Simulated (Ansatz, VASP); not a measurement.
Two plane-wave programs on Zn12H

```
Zn H
1.0
     5.32000    0.00000    0.00000
    -3.99000    6.91088    0.00000
     0.00000    0.00000    4.93696
Zn H
12 1
Cartesian
  -0.1365 0.0745 0.1967
  0.0615 1.5008 2.7415
  -1.4545 2.3897 0.0933
  -1.3669 4.0477 2.3017
  -2.8056 4.6985 0.0340
  -2.7524 6.1180 2.5400
  2.5119 0.0472 -0.0581
  2.5040 1.4289 2.2190
  1.1780 2.4131 0.1266
  1.2737 3.8544 2.6129
  -0.1174 4.7087 0.0375
  -0.0370 6.1952 2.6448
  3.8139 2.4036 -1.9016
```

Alike in both runs: functional LDA; k mesh 4 × 3 × 3; occupations gaussian, width 0.05 eV; no spin polarisation.

Ansatz relaxed the structure, and its values are those at the end. VASP's run is a single point on that final structure, the one shown.

```csv
,VASP,Ansatz
version,VASP 6.6.1,Ansatz 0.2.0
potentials or method,"VASP PAW LDA potentials, release 64 (Zn, H), cutoff 520 eV","scalar-relativistic, plane waves, PAW"
valence electrons in the cell,145,145
```

VASP gave:

- rms of the force components (eV/Å): 0.009

Q: What did Ansatz give for the same quantities?

A: rms of the force components (eV/Å): 0.008.

LDA's correlation is that of Perdew and Zunger in VASP and of Perdew and Wang (1992) in Ansatz.

The k mesh is coarse, so the values compare programs but aren't converged.
